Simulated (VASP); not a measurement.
# Fe (Im-3m) in VASP: single point with PBE

Aim: the single point of Fe with PBE.

All numbers are computed with VASP 6.6.1; they aren't measurements. Logs are shortened: lines on timing, memory, paths and dates and some standing lists are left out, and cuts for length are marked.

## (1) The cell of the first run

Symmetry: Im-3m, No. 229, cubic system. Conventional cell: a = 2.893 Å, b = 2.893 Å, c = 2.893 Å, α = 90.00°, β = 90.00°, γ = 90.00°. Fe (site symmetry m-3m) has 14 Fe at 2.51 to 2.89 Å within 3.3 Å.

## (2) Single point, PBE, non-collinear spin, typed start, spin-orbit coupling

INCAR reads:

```
SYSTEM = Fe
PREC = Accurate
ENCUT = 520
EDIFF = 1E-6
ISMEAR = 0
SIGMA = 0.1
LREAL = .FALSE.
LASPH = .TRUE.
NELM = 150
ALGO = Normal
ISIF = 2
LWAVE = .FALSE.
LCHARG = .FALSE.
MAGMOM = 0 0 2.2
LORBIT = 11
LSORBIT = .TRUE.
GGA_COMPAT = .FALSE.
LORBMOM = .TRUE.
LMAXMIX = 4
GGA = PE
NBANDS = 19
```

KPOINTS reads:

```
Automatic mesh
0
G
  5 5 5
  0 0 0
```

POSCAR reads:

```
Fe
1.0
   -1.4465000000      1.4465000000      1.4465000000
    1.4465000000     -1.4465000000      1.4465000000
    1.4465000000      1.4465000000     -1.4465000000
Fe
1
Direct
    0.0000000000      0.0000000000      0.0000000000
```

Potentials or basis: VASP PAW PBE potentials, release 64 (Fe).

Started as:

```sh
$ cat potpaw_PBE.64/Fe/POTCAR > POTCAR
$ mpirun -np 1 vasp_ncl > vasp.out
```

OUTCAR:

```text
SYSTEM = Fe
   PREC = Accurate
   ENCUT = 520
   EDIFF = 1E-6
   ISMEAR = 0
   LREAL = .FALSE.
   LASPH = .TRUE.
   NELM = 150
   ISIF = 2
   LORBIT = 11
   LSORBIT = .TRUE.
   GGA = PE

 ion  position               nearest neighbor table
   1  0.000  0.000  0.000-

  LATTYP: Found a body centered cubic cell.
 ALAT       =     2.8930000000

  Lattice vectors:

 A1 = (  -1.4465000000,   1.4465000000,   1.4465000000)
 A2 = (   1.4465000000,  -1.4465000000,   1.4465000000)
 A3 = (   1.4465000000,   1.4465000000,  -1.4465000000)

Analysis of symmetry for initial positions (statically):
=====================================================================
 Subroutine PRICEL returns:
 Original cell was already a primitive cell.

 Routine SETGRP: Setting up the symmetry group for a
 body centered cubic supercell.

 Subroutine GETGRP returns: Found 48 space group operations
 (whereof 48 operations were pure point group operations)
 out of a pool of 48 trial point group operations.

The static configuration has the point symmetry O_h .

Analysis of symmetry for dynamics (positions and initial velocities):
=====================================================================
 Subroutine PRICEL returns:
 Original cell was already a primitive cell.

 Routine SETGRP: Setting up the symmetry group for a
 body centered cubic supercell.

 Subroutine GETGRP returns: Found 48 space group operations
 (whereof 48 operations were pure point group operations)
 out of a pool of 48 trial point group operations.

The dynamic configuration has the point symmetry O_h .

Analysis of structural, dynamic, and magnetic symmetry:
=====================================================================
 Subroutine PRICEL returns:
 Original cell was already a primitive cell.

 Routine SETGRP: Setting up the symmetry group for a
 body centered cubic supercell.

 Subroutine GETGRP returns: Found  8 space group operations
 (whereof  8 operations were pure point group operations)
 out of a pool of 48 trial point group operations.

The overall configuration has the point symmetry C_4h.

 Subroutine INISYM returns: Found  8 space group operations
 (whereof  8 operations are pure point group operations),
 and found     1 'primitive' translations

----------------------------------------------------------------------------------------

                                     Primitive cell

  volume of cell :      12.1064

  direct lattice vectors                    reciprocal lattice vectors
    -1.446500000  1.446500000  1.446500000     0.000000000  0.345661943  0.345661943
     1.446500000 -1.446500000  1.446500000     0.345661943  0.000000000  0.345661943
     1.446500000  1.446500000 -1.446500000     0.345661943  0.345661943  0.000000000

  length of vectors
     2.505411493  2.505411493  2.505411493     0.488839807  0.488839807  0.488839807

  position of ions in fractional coordinates (direct lattice)
     0.000000000  0.000000000  0.000000000

  ion indices of the primitive-cell ions
   primitive index   ion index
                 1           1

----------------------------------------------------------------------------------------

 KPOINTS: Automatic mesh

Automatic generation of k-mesh.
 Grid dimensions read from file:
 generate k-points for:    5    5    5

 Generating k-lattice:

  Cartesian coordinates                     Fractional coordinates (reciprocal lattice)
     0.000000000  0.069132389  0.069132389     0.200000000  0.000000000  0.000000000
     0.069132389  0.000000000  0.069132389     0.000000000  0.200000000  0.000000000
     0.069132389  0.069132389  0.000000000     0.000000000  0.000000000  0.200000000

  Length of vectors
     0.097767961  0.097767961  0.097767961

  Shift w.r.t. Gamma in fractional coordinates (k-lattice)
     0.000000000  0.000000000  0.000000000

 Subroutine IBZKPT returns following result:
 ===========================================

[... 40 lines left out ...]
   LASPH  =      T    aspherical Exc in radial PAW
   ENCUT  =  520.0 eV  38.22 Ry    6.18 a.u.   4.66  4.66  4.66*2*pi/ulx,y,z
   NELM   =    150;   NELMIN=  2; NELMDL= -5     # of ELM steps
   EDIFF  = 0.1E-05   stopping-criterion for ELM
   LREAL  =      F    real-space projection
   EDIFFG = 0.1E-04   stopping-criterion for IOM
   NSW    =      0    number of steps for IOM
   IBRION =     -1    ionic relax: 0-MD 1-quasi-New 2-CG
   NFREE  =      0    steps in history (QN), initial steepest desc. (CG)
   ISIF   =      2    stress and relaxation
   ISYM   =      2    0-nonsym 1-usesym 2-fastsym
   POTIM  = 0.5000    time-step for ionic-motion
   TEBEG  =    0.0;   TEEND  =   0.0 temperature during run
   PSTRESS=    0.0 pullay stress
   NELECT =       8.0000    total number of electrons
   NUPDOWN=      -1.0000    fix difference up-down
   EMIN   =  10.00;   EMAX   =-10.00  energy-range for DOS
   EFERMI =   0.00;   METHOD = LEGACY
   ISMEAR =     0;   SIGMA  =   0.10  broadening in eV -4-tet -1-fermi 0-gaus
   EFERMI_NEDOS =   21; number of points for ismear=-14 and -15
   IALGO  =     38    algorithm
   IMIX   =      4    mixing-type and parameters
     AMIX     =   0.40;   BMIX     =  1.00
     AMIX_MAG =   1.60;   BMIX_MAG =  1.00
  volume/ion in A,a.u.               =      12.11        81.70
  Fermi-wavevector in a.u.,A,eV,Ry     =   1.425935  2.694626 27.664598  2.033291
  Thomas-Fermi vector in A             =   2.546266
   LORBIT       =     11    0 simple, 1 ext, 2 COOP (PROOUT), +10 PAW based schemes
   GGA     = PE    functional components
   LHFCALC =     F    Hartree Fock is set to
   AEXX    =    0.0000 exact exchange contribution
   IVDW    =     0    specifies the selected vdW correction
   LEPSILON=     F    determine dielectric tensor
   LRPA    =     F    only Hartree local field effects (RPA)
 Gauss-broadening in eV      SIGMA  =   0.10
  energy-cutoff  :      520.00
  volume of cell :       12.11
 maximum number of plane-waves:       684
   NGX =  9   NGY =  9   NGZ =  9

 number of electron       8.0000000 magnetization       0.0000000      0.0000000      2.2000000

 number of electron       7.9999995 magnetization       0.0000000     -0.0000000      2.1526146

 Free energy of the ion-electron system (eV)
  ---------------------------------------------------
  ext. energy  EPLUGINS =         0.00000000
  ---------------------------------------------------
  free energy    TOTEN  =        -8.16876138 eV

  energy without entropy =       -8.15902309  energy(sigma->0) =       -8.16389224

 E-fermi :   5.1009     XC(G=0): -12.7698

 val. band max:        5.0883408771   @ k =   0.2000  -0.4000   0.4000
 cond. band min:       5.1987515328   @ k =   0.4000   0.0000   0.0000
 fundamental gap:      0.1104106556
 Fermi energy:         5.1008653776

 k-point     1 :       0.0000    0.0000    0.0000
  band No.  band energies     occupation
      1      -2.9021      1.00000
      2      -2.6922      1.00000
      3       2.9962      1.00000
      4       3.0230      1.00000
      5       3.0546      1.00000
      6       4.0235      1.00000
[... 439 lines left out ...]
      6       4.7180      1.00000
[... 11 lines left out ...]
     18      21.4075      0.00000
     19      22.0221      0.00000

------------------------ aborting loop because EDIFF is reached ----------------------------------------

  FORCE on cell =-STRESS in cart. coord.  units (eV):
  Direction    XX          YY          ZZ          XY          YZ          ZX
  --------------------------------------------------------------------------------------
  -------------------------------------------------------------------------------------
  Total       -0.9191994     -0.9191994     -0.9195684      0.0000009     -0.0000000      0.0000000
  in kB     -121.6480063   -121.6480063   -121.6968503      0.0001133     -0.0000000      0.0000000
  external PRESSURE =    -121.6642877 kB  Pullay stress =       0.0000000 kB

 VOLUME and BASIS-vectors are now :
 -----------------------------------------------------------------------------
  energy-cutoff  :      520.00
  volume of cell :       12.11
      direct lattice vectors                 reciprocal lattice vectors
    -1.446500000  1.446500000  1.446500000     0.000000000  0.345661943  0.345661943
     1.446500000 -1.446500000  1.446500000     0.345661943  0.000000000  0.345661943
     1.446500000  1.446500000 -1.446500000     0.345661943  0.345661943  0.000000000

 POSITION                                       TOTAL-FORCE (eV/Angst)
 -----------------------------------------------------------------------------------
      0.00000      0.00000      0.00000        -0.000000      0.000000      0.000000
 -----------------------------------------------------------------------------------
    total drift:                                0.000000     -0.000000      0.000000

  FREE ENERGIE OF THE ION-ELECTRON SYSTEM (eV)
  ---------------------------------------------------
  free  energy   TOTEN  =        -8.1687613825 eV

  energy  without entropy=       -8.1590230943  energy(sigma->0) =       -8.16389224

 orbital moment (x)

 # of ion     p       d       tot
 ----------------------------------------
  1        -0.000  -0.000  -0.000
 ----------------------------------------
           -0.000  -0.000  -0.000

 orbital moment (y)

 # of ion     p       d       tot
 ----------------------------------------
  1        -0.000  -0.000  -0.000
 ----------------------------------------
           -0.000  -0.000  -0.000

 orbital moment (z)

 # of ion     p       d       tot
 ----------------------------------------
  1         0.000   0.052   0.052
 ----------------------------------------
            0.000   0.052   0.052

 Spin-Orbit-Coupling matrix elements

 Ion:    1  E_soc:     -0.0133410
 l=   1
     0.0000000    -0.0003228    -0.0002950
    -0.0003228     0.0000000    -0.0003228
    -0.0002950    -0.0003228     0.0000000
 l=   2
     0.0000000    -0.0004988     0.0000000    -0.0004988    -0.0013294
    -0.0004988     0.0000000    -0.0010912    -0.0004862    -0.0003672
     0.0000000    -0.0010912     0.0000000    -0.0010912     0.0000000
    -0.0004988    -0.0004862    -0.0010912     0.0000000    -0.0003672
    -0.0013294    -0.0003672     0.0000000    -0.0003672     0.0000000
 l=   3
     0.0000000     0.0000000     0.0000000     0.0000000     0.0000000     0.0000000     0.0000000
     0.0000000     0.0000000     0.0000000     0.0000000     0.0000000     0.0000000     0.0000000
     0.0000000     0.0000000     0.0000000     0.0000000     0.0000000     0.0000000     0.0000000
     0.0000000     0.0000000     0.0000000     0.0000000     0.0000000     0.0000000     0.0000000
     0.0000000     0.0000000     0.0000000     0.0000000     0.0000000     0.0000000     0.0000000
     0.0000000     0.0000000     0.0000000     0.0000000     0.0000000     0.0000000     0.0000000
     0.0000000     0.0000000     0.0000000     0.0000000     0.0000000     0.0000000     0.0000000

 total charge

# of ion       s       p       d       tot
------------------------------------------
    1        0.460   0.496   6.184   7.141

 magnetization (x)

# of ion       s       p       d       tot
------------------------------------------
    1        0.000   0.000  -0.000  -0.000

 magnetization (y)

# of ion       s       p       d       tot
------------------------------------------
    1        0.000   0.000  -0.000  -0.000

 magnetization (z)

# of ion       s       p       d       tot
------------------------------------------
    1       -0.012  -0.041   2.206   2.152
```

It took 23 s on 1 thread of Intel Xeon 6975P-C (Granite Rapids), shared host; peak memory 0.16 GiB.

Results:

| Quantity | Value |
| --- | --- |
| Free energy | -8.1688 eV |
| Pressure | -12.2 GPa |
| Net moment | 2.15 μB per cell |
| Valence electrons inside the program's atomic spheres | Fe 7.14 |

Moments on the atoms (μB; x, y, z):
```
Fe  0.00 0.00 2.15
```

Caveat: the k points lie up to 0.61 Å⁻¹ apart.
